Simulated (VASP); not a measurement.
Wanted: the native input for a VASP 6.6.1 run.

```yaml
Task: single point
Functional: PBE
Potentials_or_basis: VASP PAW PBE potentials, release 64 (Sr_sv, O)
Cutoff: 520 eV
k_mesh: 8 × 8 × 8
Occupations: fermi-dirac, width 0.02 eV
Spin: no spin polarisation
Dipole_correction: no
Further_INCAR_settings: ALGO = Normal; EDIFF = 1e-06; NBANDS = 15
```

The structure of SrO lies in POSCAR:

```
SrO
1.0
   -0.0256980000      2.5569510000      2.5569510000
    2.5569510000     -0.0256980000      2.5569510000
    2.5569510000      2.5569510000     -0.0256980000
Sr O
1 1
Direct
    0.0000000000      0.0000000000      0.0000000000
    0.5000000000      0.5000000000      0.5000000000
```

This cell differs from its parent crystal: equal xy, yz and zx shear strains of -1 %.

One way to write it, as run:

INCAR

```
SYSTEM = SrO
PREC = Accurate ; ENCUT = 520
EDIFF = 1E-6 ; ISMEAR = -1
SIGMA = 0.02 ; LREAL = .FALSE.
LASPH = .TRUE. ; NELM = 60
ALGO = Normal ; ISIF = 2
LWAVE = .FALSE. ; LCHARG = .TRUE.
GGA = PE ; LELF = .TRUE.
LVHAR = .TRUE. ; NBANDS = 15
```

KPOINTS

```
Automatic mesh
0
G
  8 8 8
  0 0 0
```

Potentials or basis: VASP PAW PBE potentials, release 64 (Sr_sv, O).

Launch:

```bash
$ cat potpaw_PBE.64/Sr_sv/POTCAR potpaw_PBE.64/O/POTCAR > POTCAR
$ mpirun -np 1 vasp_std > vasp.out
```

Results of the run:

```yaml
Pressure: 3.5 GPa
Band_gap_on_the_k_mesh: 3.24 eV, indirect (least direct gap 3.34 eV)
```

Caveat: the cell differs from its parent crystal (equal xy, yz and zx shear strains of -1 %).

Run time: 20 s on 1 thread of Intel(R) Xeon(R) 6975P-C (Granite Rapids), with other jobs on the host, peak memory 0.18 GiB.
